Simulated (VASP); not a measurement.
Wanted: the native input for a VASP 6.6.1 run.

* Task: single point
* Functional: PBE
* Potentials or basis: VASP PAW PBE potentials, release 64 (Mn_pv, O)
* Cutoff: 520 eV
* k mesh: 5 × 5 × 5
* Occupations: gaussian, width 0.05 eV
* Spin: collinear spin, ferromagnetic start
* Starting moments: [5.0, 0.0] μB
* Hubbard terms: Mn d U = 3.9 eV
* Dipole correction: no
* Further INCAR settings: ALGO = Normal; EDIFF = 1e-06; NBANDS = 20

The structure of MnO lies in POSCAR:

```
MnO
1.0
    0.0000000000      2.2220003343      2.2220003343
    2.2220003343      0.0000000000      2.2220003343
    2.2220003343      2.2220003343      0.0000000000
Mn O
1 1
Direct
    0.0000000000      0.0000000000      0.0000000000
    0.5000000000      0.5000000000      0.5000000000
```

The input as run:

INCAR

```
SYSTEM = MnO
  PREC = Accurate
  ENCUT = 520
  EDIFF = 1E-6
  ISMEAR = 0
  SIGMA = 0.05
  LREAL = .False.
  LASPH = .True.
  NELM = 150
  ALGO = Normal
  ISIF = 2
  LWAVE = .False.
  LCHARG = .False.
  ISPIN = 2
  MAGMOM = 5 0
  LORBIT = 11
  LMAXMIX = 4
  LDAU = .True.
  LDAUTYPE = 2
  LDAUL = 2 -1
  LDAUU = 3.9 0
  LDAUJ = 0 0
  LDAUPRINT = 1
  GGA = PE
  NBANDS = 20
```

KPOINTS

```
regular mesh
0
Gamma
  5 5 5
  0 0 0
```

Potentials or basis: VASP PAW PBE potentials, release 64 (Mn_pv, O).

Launch:

```bash
$ cat potpaw_PBE.64/Mn_pv/POTCAR potpaw_PBE.64/O/POTCAR > POTCAR
$ mpirun -np 1 vasp_std > vasp.out
```

Results of the run:

```yaml
Pressure: 7.9 GPa
Band_gap_on_the_k_mesh: 0.39 eV, indirect (least direct gap 2.70 eV)
Net_moment: 5.00 μB per cell
Site_moments: Mn +4.62; O +0.16 μB
Valence_electrons_inside_the_program's_atomic_spheres: Mn 11.35; O 5.01
```

Caveat: the k points lie up to 0.49 Å⁻¹ apart; a cell with one magnetic atom can't hold antiferromagnetic order, which such compounds often take.

It took 4.9 s on 1 thread of Intel(R) Xeon(R) 6975P-C (Granite Rapids) (shared host), peak memory 0.14 GiB.
